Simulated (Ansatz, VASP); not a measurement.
## ScTl2IrO6 in VASP and in Ansatz

```
Ir O Tl Sc
1.0
     0.00000    4.03278    4.03278
     4.03278    0.00000    4.03278
     4.03278    4.03278    0.00000
Ir O Tl Sc
1 6 2 1
Cartesian
  4.0328 4.0328 4.0328
  2.1567 4.0328 4.0328
  4.0328 2.1567 4.0328
  5.9088 4.0328 4.0328
  4.0328 5.9088 4.0328
  4.0328 4.0328 2.1567
  4.0328 4.0328 5.9088
  2.0164 2.0164 2.0164
  6.0492 6.0492 6.0492
  0.0000 0.0000 0.0000
```

Alike in both runs: task single point; functional r2SCAN; k mesh 7 × 7 × 7; occupations methfessel-paxton of order 1, width 0.1437 eV; no spin polarisation.

|  | VASP | Ansatz |
| --- | --- | --- |
| version | VASP 6.6.1 | Ansatz 0.2.0 |
| potentials or method | VASP PAW PBE potentials, release 64 (Ir, O, Tl_d, Sc_sv), cutoff 520 eV | PAW plane waves |
| valence electrons in the cell | 82 | 90 |

Ansatz gave:

```
pressure (GPa)                     : 0.6
rms of the force components (eV/Å) : 0.603
```

Task: What did VASP give for the same quantities?

Result: Pressure (GPa): 2.7; rms of the force components (eV/Å): 0.761.

VASP's potentials were made for PBE, not for r2SCAN. Atom by atom the forces differ by 0.158 eV/Å (rms over components). VASP's potentials hold 82 valence electrons a cell and Ansatz's 90, so a difference there can come from the potentials and not from the codes.

Spin-orbit coupling is off throughout.
